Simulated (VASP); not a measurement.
Here is a VASP 6.6.1 calculation.

Contents of INCAR:

```
  PREC = Accurate
  ENCUT = 520
  EDIFF = 1E-7
  ISMEAR = 0
  SIGMA = 0.1
  LREAL = False
  LASPH = True
  NELM = 60
  ALGO = Normal
  ISIF = 2
  LWAVE = False
  LCHARG = False
  GGA = PE
  NBANDS = 15
```

File KPOINTS:

```
Automatic mesh
0
Gamma
  18 18 18
```

POSCAR

```
CuP
1.0
    0.0000000000      2.6009943249      2.6009943249
    2.6009943249      0.0000000000      2.6009943249
    2.6009943249      2.6009943249      0.0000000000
Cu P
1 1
Direct
    0.0000000000      0.0000000000      0.0000000000
    0.2500000000      0.2500000000      0.2500000000
```

Potentials or basis: VASP PAW PBE potentials, release 64 (Cu, P).

Run with:

```console
$ cat potpaw_PBE.64/Cu/POTCAR potpaw_PBE.64/P/POTCAR > POTCAR
$ mpirun -np 1 vasp_std > vasp.out
```

**Question.** Estimate the pressure.

**Answer.** 0.3 GPa.

**Question.** Predict the band gap on the k mesh.

**Answer.** Zero (bands 8 and 9 overlap by 3.74 eV).
